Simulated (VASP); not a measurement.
A run of VASP 6.6.1 is set up as follows.

INCAR

```
SYSTEM = Fe
  ALGO = Normal
  EDIFF = 1E-8
  ENCUT = 520
  GGA = PE
  GGA_COMPAT = .FALSE.
  ISIF = 2
  ISMEAR = -1
  LASPH = .TRUE.
  LCHARG = .FALSE.
  LEFG = .TRUE.
  LREAL = .FALSE.
  LWAVE = .FALSE.
  NBANDS = 15
  NELM = 120
  PREC = Accurate
  SIGMA = 0.08
```

KPOINTS

```
k-points
0
G
  17 17 10
  0 0 0
```

Contents of POSCAR:

```
Fe
1.0
    2.4341575853      0.0000000000      0.0000000000
   -1.2170787927      2.1080423057      0.0000000000
    0.0000000000      0.0000000000      3.7650957806
Fe
2
Direct
    0.3333333333      0.6666666667      0.2500000000
    0.6666666667      0.3333333333      0.7500000000
```

Potentials or basis: VASP PAW PBE potentials, release 64 (Fe).

Run with:

```sh
$ cat potpaw_PBE.64/Fe/POTCAR > POTCAR
$ mpirun -np 1 vasp_std > vasp.out
```

Problem. Estimate the pressure.

Solution. 17.5 GPa.

Problem. Estimate the band gap on the k mesh.

Solution. Zero (bands 8 and 9 overlap by 1.92 eV).

Electric field gradients, principal values (V/Å²):
```csv
atom,least,middle,greatest (by size)
1 Fe,6.557,6.557,-13.114
2 Fe,6.557,6.557,-13.114
```

Caveat: the cell differs from its parent crystal (zz strain of -2 %); the cell stands under pressure; without QUAD_EFG the Cq values of the log hold for a quadrupole moment of 1 mb, not for the nuclei; the run has no spin polarisation, though such a crystal can be magnetic. Spin polarisation is off, so any magnetic state and its effect on volume and gap are missing.
